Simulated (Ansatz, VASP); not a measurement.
**Ca in VASP and in Ansatz**

```
Ca
1.0
    -2.24000    2.24000    2.24000
     2.24000   -2.24000    2.24000
     2.24000    2.24000   -2.24000
Ca
1
Direct
  0.00000 0.00000 0.00000
```

Alike in both runs: task single point; functional PBE; k mesh 10 × 10 × 10; no spin polarisation.

|  | VASP | Ansatz |
| --- | --- | --- |
| version | VASP 6.6.1 | Ansatz 0.2.0 |
| potentials or method | VASP PAW PBE potentials, release 64 (Ca_sv), cutoff 520 eV | all-electron LAPW, scalar-relativistic |
| occupations | methfessel-paxton of order 1, width 0.15 eV | cold, width 0.15 eV |

|  | VASP | Ansatz | Ansatz less VASP |
| --- | --- | --- | --- |
| pressure (GPa) | -1.0 | -1.0 | -0.01 |

Ansatz ran all-electron here, and VASP with PAW potentials.
